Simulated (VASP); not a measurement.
# CdTeF6 (Fm-3m) in VASP: a series of runs, part 2 of 2

VASP 6.6.1. The steps go on from the part before.

## 4. Single point, PBE

This run uses another cell than the first one, of 19.64 Å³/atom, 0.957 times its volume.

INCAR

```
SYSTEM = CdTeF6
ALGO = Normal
EDIFF = 1E-7
ENCUT = 520
GGA = PE
ISIF = 2
ISMEAR = 0
LASPH = .TRUE.
LCHARG = .FALSE.
LREAL = .FALSE.
LWAVE = .FALSE.
NBANDS = 40
NELM = 80
PREC = Accurate
SIGMA = 0.1
```

KPOINTS

```
k-points
0
G
  4 4 4
  0 0 0
```

POSCAR

```
CdTeF6
1.0
    0.0000000000      4.2826493900      4.2826493900
    4.2826493900      0.0000000000      4.2826493900
    4.2826493900      4.2826493900      0.0000000000
Cd Te F
1 1 6
Direct
    0.0000000000      0.0000000000      0.0000000000
    0.5000000000      0.5000000000      0.5000000000
    0.7476230900      0.2523769100      0.2523769100
    0.2523769100      0.7476230900      0.7476230900
    0.2523769100      0.7476230900      0.2523769100
    0.7476230900      0.2523769100      0.7476230900
    0.2523769100      0.2523769100      0.7476230900
    0.7476230900      0.7476230900      0.2523769100
```

Potentials or basis: VASP PAW PBE potentials, release 64 (Cd, Te, F).

Started as:

```sh
$ cat potpaw_PBE.64/Cd/POTCAR potpaw_PBE.64/Te/POTCAR potpaw_PBE.64/F/POTCAR > POTCAR
$ mpirun -np 1 vasp_std > vasp.out
```

OUTCAR:

```text
SYSTEM = CdTeF6
   EDIFF = 1E-7
   ENCUT = 520
   GGA = PE
   ISIF = 2
   ISMEAR = 0
   LASPH = .TRUE.
   LREAL = .FALSE.
   NELM = 80
   PREC = Accurate

 ion  position               nearest neighbor table
   1  0.000  0.000  0.000-   3 2.16   4 2.16   5 2.16   6 2.16   7 2.16   8 2.16
   2  0.500  0.500  0.500-   3 2.12   4 2.12   5 2.12   6 2.12   7 2.12   8 2.12
   3  0.748  0.252  0.252-   2 2.12   1 2.16
   4  0.252  0.748  0.748-   2 2.12   1 2.16
   5  0.252  0.748  0.252-   2 2.12   1 2.16
   6  0.748  0.252  0.748-   2 2.12   1 2.16
   7  0.252  0.252  0.748-   2 2.12   1 2.16
   8  0.748  0.748  0.252-   2 2.12   1 2.16

  LATTYP: Found a face centered cubic cell.
 ALAT       =     8.5652987800

  Lattice vectors:

 A1 = (   0.0000000000,   4.2826493900,   4.2826493900)
 A2 = (   4.2826493900,   0.0000000000,   4.2826493900)
 A3 = (   4.2826493900,   4.2826493900,   0.0000000000)

Analysis of symmetry for initial positions (statically):
=====================================================================
 Subroutine PRICEL returns:
[... 172 lines left out ...]
 Fermi energy:        -0.8639097425

 k-point     1 :       0.0000    0.0000    0.0000
  band No.  band energies     occupation
      1     -23.9550      2.00000
      2     -23.4122      2.00000
      3     -23.4122      2.00000
      4     -23.4122      2.00000
      5     -23.2298      2.00000
      6     -23.2298      2.00000
[... 333 lines left out ...]
     39       9.6380      0.00000
     40      10.0757      0.00000

------------------------ aborting loop because EDIFF is reached ----------------------------------------

  FORCE on cell =-STRESS in cart. coord.  units (eV):
  Direction    XX          YY          ZZ          XY          YZ          ZX
  --------------------------------------------------------------------------------------
  -------------------------------------------------------------------------------------
  Total        1.4163879      1.4163879      1.4163879     -0.0000000      0.0000000     -0.0000000
  in kB       14.4452557     14.4452557     14.4452557     -0.0000000      0.0000000     -0.0000000
  external PRESSURE =      14.4452557 kB  Pullay stress =       0.0000000 kB

 VOLUME and BASIS-vectors are now :
 -----------------------------------------------------------------------------
  energy-cutoff  :      520.00
  volume of cell :      157.10
      direct lattice vectors                 reciprocal lattice vectors
     0.000000000  4.282649390  4.282649390    -0.116750160  0.116750160  0.116750160
     4.282649390  0.000000000  4.282649390     0.116750160 -0.116750160  0.116750160
     4.282649390  4.282649390  0.000000000     0.116750160  0.116750160 -0.116750160

 POSITION                                       TOTAL-FORCE (eV/Angst)
 -----------------------------------------------------------------------------------
      0.00000      0.00000      0.00000        -0.000000     -0.000000      0.000000
      4.28265      4.28265      4.28265        -0.000000     -0.000000      0.000000
      2.16168      4.28265      4.28265         1.257117     -0.000000      0.000000
      6.40362      4.28265      4.28265        -1.257117     -0.000000      0.000000
      4.28265      2.16168      4.28265        -0.000000      1.257117      0.000000
      4.28265      6.40362      4.28265        -0.000000     -1.257117      0.000000
      4.28265      4.28265      2.16168        -0.000000     -0.000000      1.257117
      4.28265      4.28265      6.40362        -0.000000     -0.000000     -1.257117
 -----------------------------------------------------------------------------------
    total drift:                               -0.000000      0.000000     -0.000000

  FREE ENERGIE OF THE ION-ELECTRON SYSTEM (eV)
  ---------------------------------------------------
  free  energy   TOTEN  =       -31.3454491426 eV

  energy  without entropy=      -31.3454491426  energy(sigma->0) =      -31.34544914
```

OSZICAR:

```text
N       E                     dE             d eps       ncg     rms          rms(c)
DAV:   1     0.484117772134E+03    0.48412E+03   -0.31717E+04   640   0.138E+03
DAV:   2    -0.313333977758E+01   -0.48725E+03   -0.47589E+03   784   0.355E+02
DAV:   3    -0.368169927152E+02   -0.33684E+02   -0.33422E+02   768   0.978E+01
DAV:   4    -0.371797506920E+02   -0.36276E+00   -0.36263E+00   696   0.110E+01
DAV:   5    -0.371841628118E+02   -0.44121E-02   -0.44119E-02   776   0.108E+00    0.297E+01
DAV:   6    -0.314719287709E+02    0.57122E+01   -0.18181E+01   720   0.342E+01    0.141E+01
DAV:   7    -0.313949892657E+02    0.76940E-01   -0.17567E+00   704   0.822E+00    0.249E+01
DAV:   8    -0.314107093418E+02   -0.15720E-01   -0.18686E-02   744   0.749E-01    0.273E+01
DAV:   9    -0.313434046028E+02    0.67305E-01   -0.23293E-01   720   0.396E+00    0.107E+01
DAV:  10    -0.313459284284E+02   -0.25238E-02   -0.22725E-02   760   0.972E-01    0.903E+00
DAV:  11    -0.313458221708E+02    0.10626E-03   -0.10782E-03   744   0.195E-01    0.627E+00
DAV:  12    -0.313456100104E+02    0.21216E-03   -0.42386E-04   752   0.141E-01    0.333E+00
DAV:  13    -0.313455095409E+02    0.10047E-03   -0.10942E-04   760   0.717E-02    0.178E+00
DAV:  14    -0.313454603690E+02    0.49172E-04   -0.51953E-05   832   0.477E-02    0.421E-01
DAV:  15    -0.313454516321E+02    0.87369E-05   -0.61237E-06   728   0.164E-02    0.859E-02
DAV:  16    -0.313454490986E+02    0.25335E-05   -0.14061E-06   800   0.983E-03    0.262E-02
DAV:  17    -0.313454491426E+02   -0.44001E-07   -0.17970E-07   656   0.232E-03
   1 F= -.31345449E+02 E0= -.31345449E+02  d E =-.707815E-12
```

stdout:

```text
POSCAR found type information on POSCAR CdTeF
 POSCAR found :  3 types and       8 ions
 scaLAPACK will be used
 LDA part: xc-table for (Slater+PW92), standard interpolation
 POSCAR, INCAR and KPOINTS ok, starting setup
 FFT: planning ... GRIDC
 FFT: planning ... GRID_SOFT
 FFT: planning ... GRID
 WAVECAR not read
 entering main loop
```

Wall time 2.4 min (1 thread of Oxide Virtual Turin-like, shared host); peak memory 0.3 GiB.

What came out:

| Item | Value |
| --- | --- |
| Free energy | -31.3454 eV |
| Pressure | 1.4 GPa |
| Largest force | 1.257 eV/Å |
| Band gap on the k mesh | 2.82 eV, indirect (least direct gap 3.86 eV) |

Forces on the atoms (eV/Å):
```
Cd   0.000  0.000  0.000
Te   0.000  0.000  0.000
F    1.257  0.000  0.000
F   -1.257  0.000  0.000
F    0.000  1.257  0.000
F    0.000 -1.257  0.000
F    0.000  0.000  1.257
F    0.000  0.000 -1.257
```

Caveat: spin-orbit coupling is left out, which moves the levels of the heavy elements; forces of over 1 eV/Å act on the atoms, so gaps and moduli don't describe the material at rest. Expect the measured gap to be larger: semilocal functionals such as PBE lack the derivative discontinuity.

## 5. The runs side by side

| task | cell | k mesh | cutoff (eV) | smearing | gap on the mesh (eV) | pressure (GPa) | largest force (eV/Å) |
| --- | --- | --- | --- | --- | --- | --- | --- |
| single point | a = 6.147 Å, angles 60.0°, 8 atoms | 6 × 6 × 6 | 520 | gaussian 0.02 eV | 2.73 | -0.2 | 0.10 |
| relaxation of cell and atoms | relaxed from a = 6.136 Å, angles 60.0°, 8 atoms | 6 × 6 × 6 | 600 | gaussian 0.02 eV | 2.71 | 0.0 | - |
| single point | a = 6.057 Å, angles 60.0°, 8 atoms | 4 × 4 × 4 | 520 | gaussian 0.1 eV | 2.82 | 1.4 | 1.26 |

Alike in all rows: level PBE; potentials or basis VASP PAW PBE potentials, release 64 (Cd, Te, F); no spin polarisation.

Caveats: spin-orbit coupling is left out, which moves the levels of the heavy elements; forces of over 1 eV/Å act on the atoms, so gaps and moduli don't describe the material at rest (some runs).

Absolute energies hang on the potentials; compare differences alone.
